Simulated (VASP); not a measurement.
Here is a VASP 6.6.1 calculation.

The input INCAR:

```
  PREC = Accurate
  ENCUT = 520
  EDIFF = 1E-6
  ISMEAR = 0
  SIGMA = 0.1
  LREAL = False
  LASPH = True
  NELM = 60
  ALGO = Normal
  ISIF = 2
  LWAVE = False
  LCHARG = True
  GGA = PE
  LELF = True
  LVHAR = True
  NBANDS = 46
```

File KPOINTS:

```
Automatic mesh
0
Gamma
  3 3 1
```

The input POSCAR:

```
CsGaCl2
1.0
    4.5533404820      0.0000000000      0.0000000000
   -2.2766702410      3.9433085295      0.0000000000
    0.0000000000      0.0000000000     15.8722144268
Cs Ga Cl
2 2 4
Direct
    0.0000000000      0.0000000000      0.2500000000
    0.0000000000      0.0000000000      0.7500000000
    0.0000000000      0.0000000000      0.5000000000
    0.0000000000      0.0000000000      1.0000000000
    0.3333333333      0.6666666667      0.3926740252
    0.3333333333      0.6666666667      0.8926740252
    0.6666666667      0.3333333333      0.1073259748
    0.6666666667      0.3333333333      0.6073259748
```

Potentials or basis: VASP PAW PBE potentials, release 64 (Cs_sv, Ga_d, Cl).

Launch:

```sh
$ cat potpaw_PBE.64/Cs_sv/POTCAR potpaw_PBE.64/Ga_d/POTCAR potpaw_PBE.64/Cl/POTCAR > POTCAR
$ mpirun -np 1 vasp_std > vasp.out
```

Predict the band gap on the k mesh.

3.00 eV.

Predict the pressure.

0.0 GPa.

Caveat: the k points lie up to 0.53 Å⁻¹ apart; spin-orbit coupling is left out, which moves the levels of the heavy elements; an odd mesh through Γ misses points on the zone boundary, where band edges can lie.
